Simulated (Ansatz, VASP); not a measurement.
One calculation of NaCaI3, two programs

```
Na Ca I
1.0
     6.18716    0.00000    0.00000
     0.00000    6.12590    0.00000
     0.00000    0.00000    6.12590
Na Ca I
1 1 3
Direct
  0.00000 0.00000 0.00000
  0.50000 0.50000 0.50000
  0.50000 0.50000 0.00000
  0.50000 0.00000 0.50000
  0.00000 0.50000 0.50000
```

Change from the starting cell: uniaxial_x strain +1.0%.

Alike in both runs: task single point; functional HSE06; k mesh 2 × 2 × 2; no spin polarisation.

|  | VASP | Ansatz |
| --- | --- | --- |
| version | VASP 6.6.1 | Ansatz 0.2.0 |
| potentials or method | VASP PAW PBE potentials, release 64 (Na_pv, Ca_sv, I) | plane waves, PAW |
| plane-wave cutoff (eV) | 520 | 420 |
| occupations | gaussian, width 0.01 eV | fixed |
| valence electrons in the cell | 38 | 70 |

```csv
,VASP,Ansatz,Ansatz less VASP
gap on the k mesh at the Fermi level (eV),3.33,3.33,-0.002
pressure (GPa),0.0,0.0,0.00
"traceless stress, the component that is largest in VASP (GPa)",-0.19,-0.19,+0.001
```

VASP's potentials hold 38 valence electrons a cell and Ansatz's 70, so a difference there can come from the potentials and not from the codes. Ansatz's warnings: stress exchange threshold loose, stress scf threshold loose.

The k mesh is coarse, so the values compare programs but aren't converged. Neither program's run includes spin-orbit coupling.
